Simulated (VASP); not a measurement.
A run of VASP 6.6.1 is set up as follows.

The input INCAR:

```
SYSTEM = NaF
PREC = Accurate
ENCUT = 520
EDIFF = 1E-6
ISMEAR = 0
SIGMA = 0.05
LREAL = .False.
LASPH = .True.
NELM = 80
ALGO = Normal
ISIF = 2
LWAVE = .False.
LCHARG = .False.
GGA = PS
NBANDS = 14
```

Contents of KPOINTS:

```
Automatic mesh
0
Gamma
  8 8 8
  0 0 0
```

File POSCAR:

```
NaF
1.0
    0.0000000000      2.3233000000      2.2652175000
    2.3233000000      0.0000000000      2.2652175000
    2.3233000000      2.3233000000      0.0000000000
Na F
1 1
Direct
    0.0000000000      0.0000000000      0.0000000000
    0.5000000000      0.5000000000      0.5000000000
```

Potentials or basis: VASP PAW PBE potentials, release 64 (Na_pv, F).

Run with:

```bash
$ cat potpaw_PBE.64/Na_pv/POTCAR potpaw_PBE.64/F/POTCAR > POTCAR
$ mpirun -np 1 vasp_std > vasp.out
```

(1) Estimate the band gap on the k mesh.

(2) Estimate the pressure.

Answers

(1) 6.25 eV, direct.

(2) 0.7 GPa.

Caveat: the cell differs from its parent crystal (strain +0.000 along x and y, -0.025 along z); the PAW data sets were made with another functional, which shifts forces and pressure a little.
